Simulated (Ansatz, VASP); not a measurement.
**Ca4Au in VASP and in Ansatz**

The input INCAR:

```
PREC     = Accurate       # precision mode
ENCUT    = 600            # plane-wave cutoff, eV
EDIFF    = 1E-6           # SCF threshold, eV
ISMEAR   = 0              # smearing method
SIGMA    = 0.1            # smearing width, eV
LREAL    = F              # projectors in reciprocal space
LASPH    = T              # aspherical terms in the spheres
NELM     = 60             # most SCF steps
ALGO     = Fast           # electronic algorithm
ISIF     = 3              # what is computed and relaxed
LWAVE    = F              # write WAVECAR
LCHARG   = F              # write CHGCAR
GGA      = PE             # functional
IBRION   = 2              # ionic algorithm
NSW      = 100            # ionic steps
EDIFFG   = -0.01          # ionic threshold
```

The input KPOINTS:

```
Automatic mesh
0
Gamma
  8 8 8
```

The input POSCAR:

```
Ca4Au
1.0
    5.7991352177      0.0000000000      0.0000000000
    0.0000000000      5.7991352177      0.0000000000
    0.0000000000      0.0000000000      5.7991352177
Ca Au
4 1
Direct
    0.5000000000      0.0000000000      0.0000000000
    0.0000000000      0.5000000000      0.0000000000
    0.0000000000      0.0000000000      0.5000000000
    0.5000000000      0.5000000000      0.5000000000
    0.0000000000      0.0000000000      0.0000000000
```

Input for Ansatz:

```yaml
crystal:
  lattice:
    - [5.7991352177, 0.0, 0.0]
    - [0.0, 5.7991352177, 0.0]
    - [0.0, 0.0, 5.7991352177]
  atoms:
    - { symbol: Ca, position: [0.5, 0.0, 0.0] }
    - { symbol: Ca, position: [0.0, 0.5, 0.0] }
    - { symbol: Ca, position: [0.0, 0.0, 0.5] }
    - { symbol: Ca, position: [0.5, 0.5, 0.5] }
    - { symbol: Au, position: [0.0, 0.0, 0.0] }
basis:
  ecutwfc: 420
kpoints:
  mp_grid: { grid: [8, 8, 8] }
hamiltonian:
  xc: pbe
scf:
  occupations: { method: gaussian, width: 0.1 }
output:
  forces: true
  stress: true
  eigenvalues: true
  write_density: true
  write_potential: true
  elf: true
  volumetric_format: npy
relax:
  adjacent_minimum: "off"
  f_tol: 0.01
  max_steps: 80
  cell: { stress_tol: 0.05 }
```

Change from the starting cell: species swapped into the Co4N type (Pm-3m, No. 221).

Alike in both runs: task relaxation of cell and atoms; functional PBE; k mesh 8 × 8 × 8; occupations gaussian, width 0.1 eV; no spin polarisation.

|  | VASP | Ansatz |
| --- | --- | --- |
| version | VASP 6.6.1 | Ansatz 0.2.0 |
| potentials or method | VASP PAW PBE potentials, release 64 (Ca_sv, Au), cutoff 600 eV | scalar-relativistic, plane waves, PAW |
| valence electrons in the cell | 51 | 59 |

```csv
,VASP,Ansatz,Ansatz less VASP
"gap on the k mesh at the Fermi level, each at its own relaxed structure (eV)",none,none,-
relaxed volume (Å³/atom),39.15,39.07,-0.079
relaxed length of the cell vector where the two differ most in proportion (Å),5.806,5.802,-0.0039
```

A gap of «none» marks a metal or a gap that the smearing closes. VASP's potentials hold 51 valence electrons a cell and Ansatz's 59, so a difference there can come from the potentials and not from the codes.

Spin-orbit coupling is off throughout.
